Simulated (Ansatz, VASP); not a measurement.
## ZnS: VASP beside Ansatz

INCAR

```
SYSTEM = ZnS
PREC = Accurate ; ENCUT = 520
EDIFF = 1E-6 ; ISMEAR = 0
SIGMA = 0.01 ; LREAL = .False.
LASPH = .True. ; NELM = 150
ALGO = Normal ; ISIF = 2
LWAVE = .False. ; LCHARG = .True.
MAGMOM = 0 0 0 0 0 0 0 0 0 0 0 0 ; LORBIT = 11
LSORBIT = .True. ; GGA_COMPAT = .False.
LORBMOM = .True. ; GGA = CA
LVHAR = .True. ; NBANDS = 50
```

The input KPOINTS:

```
regular mesh
0
Gamma
  6 6 4
  0 0 0
```

File POSCAR:

```
ZnS
1.0
    3.7382324459      0.0000000000      0.0000000000
   -1.8691162230      3.2374042634      0.0000000000
    0.0000000000      0.0000000000      6.1429977760
Zn S
2 2
Direct
    0.3333333333      0.6666666667      0.0055913282
    0.6666666667      0.3333333333      0.5055913282
    0.3333333333      0.6666666667      0.3794086718
    0.6666666667      0.3333333333      0.8794086718
```

Input for Ansatz:

```yaml
crystal:
  lattice:
    - [3.73823244592, 0.0, 0.0]
    - [-1.86911622296, 3.23740426341, 0.0]
    - [0.0, 0.0, 6.14299777599]
  atoms:
    - { symbol: Zn, position: [0.333333333333, 0.666666666667, 0.005591328248] }
    - { symbol: Zn, position: [0.666666666667, 0.333333333333, 0.505591328248] }
    - { symbol: S, position: [0.333333333333, 0.666666666667, 0.379408671752] }
    - { symbol: S, position: [0.666666666667, 0.333333333333, 0.879408671752] }
kpoints:
  mp_grid: { grid: [6, 6, 4] }
scf:
  occupations: { method: fixed }
hamiltonian:
  xc: lda
  pseudopotentials: { kind: all_electron, lapw: { basis_error: 0.001 } }
magnetization:
  noncollinear: true
  spin_orbit: true
output:
  forces: true
  stress: true
  eigenvalues: true
  eigenstates:
    nscf_kmesh: { grid: [8, 8, 4] }
    de_dk: true
    e_range: [-9, 12.19169693815]
checkpoint:
  write: ck
  write_wavefunctions: false
```

Alike in both runs: task single point; functional LDA; k mesh 6 × 6 × 4; non-collinear spin, spin-orbit coupling.

|  | VASP | Ansatz |
| --- | --- | --- |
| version | VASP 6.6.1 | Ansatz 0.2.0 |
| potentials or method | VASP PAW LDA potentials, release 64 (Zn, S), cutoff 520 eV | all-electron LAPW |
| occupations | gaussian, width 0.01 eV | fixed |

Ansatz gave:

```
pressure (GPa) : 0.0
```

Question: Which values does VASP return?

Answer: Pressure (GPa): 0.3.

LDA's correlation is that of Perdew and Zunger in VASP and of Perdew and Wang (1992) in Ansatz. Ansatz ran all-electron here, and VASP with PAW potentials.
